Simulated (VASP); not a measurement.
# C (I4_1/amd) in VASP: notebook

C is run at these levels: PBE; tasks: single point, relaxation of cell and atoms.

All numbers are computed with VASP 6.6.1; they aren't measurements. Logs are shortened: lines on timing, memory, paths and dates and some standing lists are left out, and cuts for length are marked.

**1. The cell of the first run**

Symmetry: I4_1/amd, No. 141, tetragonal system. The conventional cell has a = 2.539 Å, b = 2.539 Å, c = 8.653 Å, α = 90.00°, β = 90.00°, γ = 90.00°. C (site symmetry 2mm) has 3 C at 1.44 to 1.49 Å within 1.9 Å.

**2. Single point, PBE**

The input, INCAR:

```
SYSTEM = C
PREC = Accurate ; ENCUT = 520
EDIFF = 1E-6 ; ISMEAR = 0
SIGMA = 0.2 ; LREAL = .False.
LASPH = .True. ; NELM = 100
ALGO = Normal ; ISIF = 2
LWAVE = .False. ; LCHARG = .True.
GGA = PE ; LELF = .True.
LVHAR = .True. ; NBANDS = 26
```

The input, KPOINTS:

```
Automatic mesh
0
Gamma
  6 6 6
  0 0 0
```

The input, POSCAR:

```
C
1.0
   -2.5387807856      2.5387807856      0.0000000000
    2.5387807856      2.5387807856      0.0000000000
    1.2693903928     -1.2693903928     -4.3262585396
C
8
Direct
    0.4138297474      0.5000000000      0.8276594948
    0.9138297474      0.0000000000      0.8276594948
    0.9138297474      0.2500000000      0.3276594948
    0.4138297474      0.7500000000      0.3276594948
    0.0861702526      0.0000000000      0.1723405052
    0.5861702526      0.5000000000      0.1723405052
    0.0861702526      0.2500000000      0.6723405052
    0.5861702526      0.7500000000      0.6723405052
```

Potentials or basis: VASP PAW PBE potentials, release 64 (C).

Run with:

```bash
$ cat potpaw_PBE.64/C/POTCAR > POTCAR
$ mpirun -np 1 vasp_std > vasp.out
```

OUTCAR:

```text
SYSTEM = C
   PREC = Accurate
   ENCUT = 520
   EDIFF = 1E-6
   ISMEAR = 0
   LREAL = .False.
   LASPH = .True.
   NELM = 100
   ISIF = 2
   GGA = PE

 ion  position               nearest neighbor table
   1  0.414  0.500  0.828-   7 1.44   8 1.44   6 1.49
   2  0.914  0.000  0.828-   7 1.44   8 1.44   5 1.49
   3  0.914  0.250  0.328-   5 1.44   6 1.44   7 1.49
   4  0.414  0.750  0.328-   5 1.44   6 1.44   8 1.49
   5  0.086  0.000  0.172-   3 1.44   4 1.44   2 1.49
   6  0.586  0.500  0.172-   3 1.44   4 1.44   1 1.49
   7  0.086  0.250  0.672-   1 1.44   2 1.44   3 1.49
   8  0.586  0.750  0.672-   1 1.44   2 1.44   4 1.49

  LATTYP: Found a base centered orthorhombic cell.
 ALAT       =     3.5903782189
 B/A-ratio  =     2.4099179952
 C/A-ratio  =     1.0000000000

  Lattice vectors:

 A1 = (   1.2693903928,  -1.2693903928,   4.3262585396)
 A2 = (   1.2693903928,  -1.2693903928,  -4.3262585396)
 A3 = (   2.5387807856,   2.5387807856,   0.0000000000)

Analysis of symmetry for initial positions (statically):
=====================================================================
 Subroutine PRICEL returns following result:

  LATTYP: Found a body centered tetragonal cell.
 ALAT       =     2.5387807856
 C/A-ratio  =     3.4081387130

  Lattice vectors:

 A1 = (  -1.2693903928,  -1.2693903928,   4.3262585396)
 A2 = (   1.2693903928,   1.2693903928,   4.3262585396)
 A3 = (  -1.2693903928,   1.2693903928,  -4.3262585396)

   2 primitive cells build up your supercell.

 Routine SETGRP: Setting up the symmetry group for a
 base centered orthorhombic supercell.

 Subroutine GETGRP returns: Found  8 space group operations
 (whereof  4 operations were pure point group operations)
 out of a pool of  8 trial point group operations.

The static configuration has the point symmetry D_2 .
 The point group associated with its full space group is D_2h.

Analysis of symmetry for dynamics (positions and initial velocities):
=====================================================================
 Subroutine PRICEL returns following result:

  LATTYP: Found a body centered tetragonal cell.
 ALAT       =     2.5387807856
 C/A-ratio  =     3.4081387130

  Lattice vectors:

 A1 = (  -1.2693903928,  -1.2693903928,   4.3262585396)
 A2 = (   1.2693903928,   1.2693903928,   4.3262585396)
 A3 = (  -1.2693903928,   1.2693903928,  -4.3262585396)

   2 primitive cells build up your supercell.

 Routine SETGRP: Setting up the symmetry group for a
 base centered orthorhombic supercell.

 Subroutine GETGRP returns: Found  8 space group operations
 (whereof  4 operations were pure point group operations)
 out of a pool of  8 trial point group operations.

The dynamic configuration has the point symmetry D_2 .
 The point group associated with its full space group is D_2h.

 Subroutine INISYM returns: Found  8 space group operations
 (whereof  4 operations are pure point group operations),
 and found     2 'primitive' translations

----------------------------------------------------------------------------------------

                                     Primitive cell

  volume of cell :      27.8845

  direct lattice vectors                    reciprocal lattice vectors
    -1.269390393 -1.269390393  4.326258540    -0.393889857  0.000000000  0.115573306
     1.269390393  1.269390393  4.326258540     0.000000000  0.393889857  0.115573306
    -1.269390393  1.269390393 -4.326258540    -0.393889857  0.393889857  0.000000000

  length of vectors
     4.683931777  4.683931777  4.683931777     0.410495321  0.410495321  0.557044378

  position of ions in fractional coordinates (direct lattice)
     0.086170253  0.086170253  1.000000000
     0.336170253  0.836170253  0.500000000
     0.913829747  0.913829747  1.000000000
     0.163829747  0.663829747  0.500000000

  ion indices of the primitive-cell ions
   primitive index   ion index
                 1           1
                 2           4
                 3           6
                 4           8

----------------------------------------------------------------------------------------

 KPOINTS: Automatic mesh

Automatic generation of k-mesh.
 Grid dimensions read from file:
 generate k-points for:    6    6    6

 Generating k-lattice:

  Cartesian coordinates                     Fractional coordinates (reciprocal lattice)
    -0.032824155  0.032824155 -0.019262218     0.166666667  0.000000000 -0.000000000
     0.032824155  0.032824155  0.000000000     0.000000000  0.166666667  0.000000000
     0.000000000  0.000000000 -0.038524435     0.000000000  0.000000000  0.166666667

  Length of vectors
     0.050258166  0.046420365  0.038524435

  Shift w.r.t. Gamma in fractional coordinates (k-lattice)
     0.000000000  0.000000000  0.000000000

 Subroutine IBZKPT returns following result:
 ===========================================

 Found     52 irreducible k-points:

 Following reciprocal coordinates:
            Coordinates               Weight
  0.000000  0.000000  0.000000      1.000000
  0.166667  0.000000 -0.000000      4.000000
  0.333333  0.000000 -0.000000      4.000000
  0.500000  0.000000  0.000000      2.000000
  0.000000  0.166667  0.000000      2.000000
  0.166667  0.166667 -0.000000      8.000000
[... 16 lines left out ...]
  0.166667  0.166667  0.166667      8.000000
  0.333333  0.166667  0.166667      8.000000
 [... further k-points ...]
   k-points           NKPTS =     52   k-points in BZ     NKDIM =     52   number of bands    NBANDS=     26
   number of dos      NEDOS =    301   number of ions     NIONS =      8
   total plane-waves  NPLWV =  28224
   dimension x,y,z NGX =    28 NGY =   28 NGZ =   36
   dimension x,y,z NGXF=    56 NGYF=   56 NGZF=   72
   ions per type =               8
   NGX,Y,Z   is equivalent  to a cutoff of  12.96, 12.96, 12.78 a.u.
   NGXF,Y,Z  is equivalent  to a cutoff of  25.93, 25.93, 25.55 a.u.
 SYSTEM =  C
   PREC   = accura    normal or accurate (medium, high low for compatibility)
   ISTART =      0    job   : 0-new  1-cont  2-samecut
   ICHARG =      2    charge: 1-file 2-atom 10-const
   ISPIN  =      1    spin polarized calculation?
   LNONCOLLINEAR =      F non collinear calculations
   LSORBIT =      F    spin-orbit coupling
   LASPH  =      T    aspherical Exc in radial PAW
   ENCUT  =  520.0 eV  38.22 Ry    6.18 a.u.   6.68  6.68  8.71*2*pi/ulx,y,z
   NELM   =    100;   NELMIN=  2; NELMDL= -5     # of ELM steps
   EDIFF  = 0.1E-05   stopping-criterion for ELM
   LREAL  =      F    real-space projection
   EDIFFG = 0.1E-04   stopping-criterion for IOM
   NSW    =      0    number of steps for IOM
   IBRION =     -1    ionic relax: 0-MD 1-quasi-New 2-CG
   NFREE  =      0    steps in history (QN), initial steepest desc. (CG)
   ISIF   =      2    stress and relaxation
   ISYM   =      2    0-nonsym 1-usesym 2-fastsym
   POTIM  = 0.5000    time-step for ionic-motion
   TEBEG  =    0.0;   TEEND  =   0.0 temperature during run
   PSTRESS=    0.0 pullay stress
   NELECT =      32.0000    total number of electrons
   NUPDOWN=      -1.0000    fix difference up-down
   EMIN   =  10.00;   EMAX   =-10.00  energy-range for DOS
   EFERMI =   0.00;   METHOD = LEGACY
   ISMEAR =     0;   SIGMA  =   0.20  broadening in eV -4-tet -1-fermi 0-gaus
   EFERMI_NEDOS =   21; number of points for ismear=-14 and -15
   IALGO  =     38    algorithm
   IMIX   =      4    mixing-type and parameters
     AMIX     =   0.40;   BMIX     =  1.00
     AMIX_MAG =   1.60;   BMIX_MAG =  1.00
  volume/ion in A,a.u.               =       6.97        47.04
  Fermi-wavevector in a.u.,A,eV,Ry     =   1.360381  2.570747 25.179435  1.850636
  Thomas-Fermi vector in A             =   2.487048
   LORBIT       =      0    0 simple, 1 ext, 2 COOP (PROOUT), +10 PAW based schemes
   GGA     = PE    functional components
   LHFCALC =     F    Hartree Fock is set to
   AEXX    =    0.0000 exact exchange contribution
   IVDW    =     0    specifies the selected vdW correction
   LEPSILON=     F    determine dielectric tensor
   LRPA    =     F    only Hartree local field effects (RPA)
 non-spin polarized calculation
 Gauss-broadening in eV      SIGMA  =   0.20
  energy-cutoff  :      520.00
  volume of cell :       55.77
 maximum number of plane-waves:      1523
 NGX is ok and might be reduce to    28

 number of electron      31.9999999 magnetization

 Free energy of the ion-electron system (eV)
  ---------------------------------------------------
  ext. energy  EPLUGINS =         0.00000000
  ---------------------------------------------------
  free energy    TOTEN  =       -69.12734241 eV

  energy without entropy =      -69.09958709  energy(sigma->0) =      -69.11346475

 E-fermi :   7.6350     XC(G=0): -12.0214

 val. band max:        7.5365280453   @ k =   0.3333   0.3333  -0.0000
 cond. band min:       7.6890416885   @ k =   0.3333   0.3333   0.1667
 fundamental gap:      0.1525136433
 Fermi energy:         7.6349533447

 k-point     1 :       0.0000    0.0000    0.0000
  band No.  band energies     occupation
      1     -12.8393      2.00000
      2      -7.7879      2.00000
      3      -6.6039      2.00000
      4      -6.6039      2.00000
      5      -6.1163      2.00000
      6      -4.1991      2.00000
[... 18 lines left out ...]
     25      17.4091      0.00000
     26      17.4109      0.00000

 k-point     2 :       0.1667    0.0000   -0.0000
  band No.  band energies     occupation
      1     -12.5770      2.00000
      2      -7.9959      2.00000
      3      -7.4495      2.00000
      4      -6.8996      2.00000
      5      -5.5031      2.00000
      6      -3.8552      2.00000
[... 18 lines left out ...]
     25      17.2574      0.00000
[... 608 lines left out ...]
     25      17.4121      0.00000
     26      18.1991      0.00000

 k-point    24 :       0.3333    0.1667    0.1667
  band No.  band energies     occupation
      1     -11.1361      2.00000
      2      -9.4068      2.00000
      3      -9.2759      2.00000
      4      -6.5327      2.00000
      5      -4.7524      2.00000
      6      -2.5304      2.00000
[... 18 lines left out ...]
     25      18.2848      0.00000
     26      19.0473      0.00000

 [... further k-points ...]

------------------------ aborting loop because EDIFF is reached ----------------------------------------

  FORCE on cell =-STRESS in cart. coord.  units (eV):
  Direction    XX          YY          ZZ          XY          YZ          ZX
  --------------------------------------------------------------------------------------
  -------------------------------------------------------------------------------------
  Total        0.0829708      0.0829708      0.5383933     -0.0150327      0.0000000     -0.0000000
  in kB        2.3836523      2.3836523     15.4674026     -0.4318717      0.0000000     -0.0000000
  external PRESSURE =       6.7449024 kB  Pullay stress =       0.0000000 kB

 VOLUME and BASIS-vectors are now :
 -----------------------------------------------------------------------------
  energy-cutoff  :      520.00
  volume of cell :       55.77
      direct lattice vectors                 reciprocal lattice vectors
    -2.538780786  2.538780786  0.000000000    -0.196944928  0.196944928 -0.115573306
     2.538780786  2.538780786  0.000000000     0.196944928  0.196944928  0.000000000
     1.269390393 -1.269390393 -4.326258540     0.000000000  0.000000000 -0.231146611

 POSITION                                       TOTAL-FORCE (eV/Angst)
 -----------------------------------------------------------------------------------
      1.26939      1.26939     -3.58067        -0.000000      0.000000      0.066081
     -1.26939      1.26939     -3.58067        -0.000000      0.000000      0.066081
     -1.26939      2.53878     -1.41754        -0.000000      0.000000      0.066081
      1.26939      2.53878     -1.41754        -0.000000      0.000000      0.066081
      0.00000      0.00000     -0.74559         0.000000     -0.000000     -0.066081
      0.00000      2.53878     -0.74559         0.000000     -0.000000     -0.066081
      1.26939      0.00000     -2.90872         0.000000     -0.000000     -0.066081
      1.26939      2.53878     -2.90872         0.000000     -0.000000     -0.066081
 -----------------------------------------------------------------------------------
    total drift:                                0.000000      0.000000      0.000000

  FREE ENERGIE OF THE ION-ELECTRON SYSTEM (eV)
  ---------------------------------------------------
  free  energy   TOTEN  =       -69.1273424059 eV

  energy  without entropy=      -69.0995870919  energy(sigma->0) =      -69.11346475
```

It took 28 s on 1 thread of Intel Xeon 6975P-C (Granite Rapids), shared host; peak memory 0.19 GiB.

What came out:

```
Free energy            : -69.1273 eV
Pressure               : 0.7 GPa
Largest force          : 0.066 eV/Å
Band gap on the k mesh : zero (bands 16 and 17 overlap by 4.07 eV)
```

Forces in eV/Å, atoms in the order of the input:
```
C    0.000  0.000  0.066
C    0.000  0.000  0.066
C    0.000  0.000  0.066
C    0.000  0.000  0.066
C    0.000  0.000 -0.066
C    0.000  0.000 -0.066
C    0.000  0.000 -0.066
C    0.000  0.000 -0.066
```

Levels at points of the mesh, in eV from the Fermi level:
| k point | band 13 | band 14 | band 15 | band 16 | band 17 | band 18 | band 19 | band 20 |
| --- | --- | --- | --- | --- | --- | --- | --- | --- |
| (0.00, 0.00, 0.00) | -3.08 | -2.90 | -2.81 | -2.81 | -2.24 | -2.24 | 4.67 | 6.54 |
| (0.50, 0.00, 0.00) | -4.00 | -4.00 | -3.68 | -3.68 | 2.82 | 2.82 | 3.49 | 3.49 |
| (0.00, 0.50, 0.00) | -4.64 | -4.64 | -3.16 | -3.16 | 3.56 | 3.56 | 4.25 | 4.25 |
| (0.50, 0.50, 0.00) | -5.74 | -5.74 | 1.83 | 1.83 | 2.83 | 2.83 | 2.90 | 2.90 |
| (0.00, 0.00, 0.50) | -3.08 | -3.08 | -2.81 | -2.81 | -1.15 | -1.15 | 5.58 | 5.58 |
| (0.00, 0.50, 0.50) | -3.35 | -3.35 | -3.35 | -3.35 | 2.23 | 2.23 | 2.23 | 2.23 |

Caveat: this functional lacks dispersion, which binds layers or chains, so the pressure and a relaxed spacing across them are unreliable.

**3. Relaxation of cell and atoms, PBE**

This run uses another cell than the first one: it holds 4 atoms, not 8.

The input, INCAR:

```
ALGO = Normal
EDIFF = 1E-6
EDIFFG = -0.04
ENCUT = 600
GGA = PE
IBRION = 2
ISIF = 3
ISMEAR = 0
LASPH = True
LCHARG = False
LREAL = False
LWAVE = False
NELM = 100
NSW = 90
PREC = Accurate
SIGMA = 0.1
```

The input, KPOINTS:

```
k-points
0
Gamma
  10 10 10
```

The input, POSCAR:

```
C
1.0
   -1.2637042900      1.2637042900      4.3775999300
    1.2637042900     -1.2637042900      4.3775999300
    1.2637042900      1.2637042900     -4.3775999300
C
4
Direct
    0.0833333400      0.0833333400      0.0000000000
    0.8333333400      0.3333333400      0.5000000000
    0.9166666600      0.9166666600      0.0000000000
    0.6666666600      0.1666666600      0.5000000000
```

Potentials or basis: VASP PAW PBE potentials, release 64 (C).

Run with:

```bash
$ cat potpaw_PBE.64/C/POTCAR > POTCAR
$ mpirun -np 1 vasp_std > vasp.out
```

Run time: 2.9 min. Hardware: 1 thread of Intel Xeon 6975P-C (Granite Rapids), shared host; peak memory 0.24 GiB.

The run converged. Its results:

```yaml
Free_energy: -34.5524 eV
Relaxed_volume: 6.97 Å³/atom
Relaxed_cell: a = 4.684 Å, b = 4.684 Å, c = 4.684 Å, α = 148.56°, β = 148.56°, γ = 45.06°
Space_group_after_relaxing_to_0.1_Å: I4_1/amd (No. 141)
Energy_gained_by_relaxing: 26.9 meV/atom
Ionic_steps: 9
Pressure_after_relaxing: 0.1 GPa
Largest_force_after_relaxing: 0.021 eV/Å
Band_gap_on_the_k_mesh: zero (bands 8 and 9 overlap by 4.65 eV)
```

Forces on the atoms (eV/Å):
```
C    0.000  0.000 -0.021
C    0.000  0.000 -0.021
C    0.000  0.000  0.021
C    0.000  0.000  0.021
```

Stress tensor (GPa, compression positive):
```
0.14 0.00 0.00
0.00 0.14 0.00
0.00 0.00 0.05
```

The path:
```tsv
step	energy change (eV)	largest force (eV/Å)	pressure (GPa)	volume (Å³)
1	0.0000	2.0186	-3.07	27.96
2	0.7394	5.3294	16.46	27.42
3	-0.0998	0.0976	-0.56	27.83
4	-0.1003	0.0776	-0.28	27.82
5	-0.1003	0.0328	-0.34	27.82
6	-0.1033	0.0914	2.24	27.76
7	-0.1073	0.0316	1.08	27.79
8	-0.1075	0.0562	-0.54	27.93
9	-0.1076	0.0213	0.11	27.87
```

Final structure:
```
C
1.0
    -1.26904    1.26904    4.32680
     1.26904   -1.26904    4.32680
     1.26904    1.26904   -4.32680
C
4
Cartesian
  0.0000 0.0000 0.7459
  0.0000 1.2690 2.9093
  0.0000 0.0000 7.9077
  0.0000 1.2690 1.4175
```

Levels at points of the mesh, in eV from the Fermi level:
```csv
k point,band 6,band 7,band 8,band 9,band 10,band 11
"(0.00, 0.00, 0.00)",-2.57,-1.92,-1.92,4.99,6.87,8.73
"(0.50, 0.00, 0.00)",-5.48,-5.43,2.15,3.15,3.22,7.28
"(0.50, 0.50, 0.00)",-7.53,-2.77,-2.77,-2.50,-2.50,10.08
"(0.50, 0.50, 0.50)",-6.22,-0.83,-0.83,5.90,5.90,6.30
```

Caveat: this functional lacks dispersion, which binds layers or chains, so the pressure and a relaxed spacing across them are unreliable.

The gap in the log of VASP goes by the Fermi energy; the results here count the filled bands.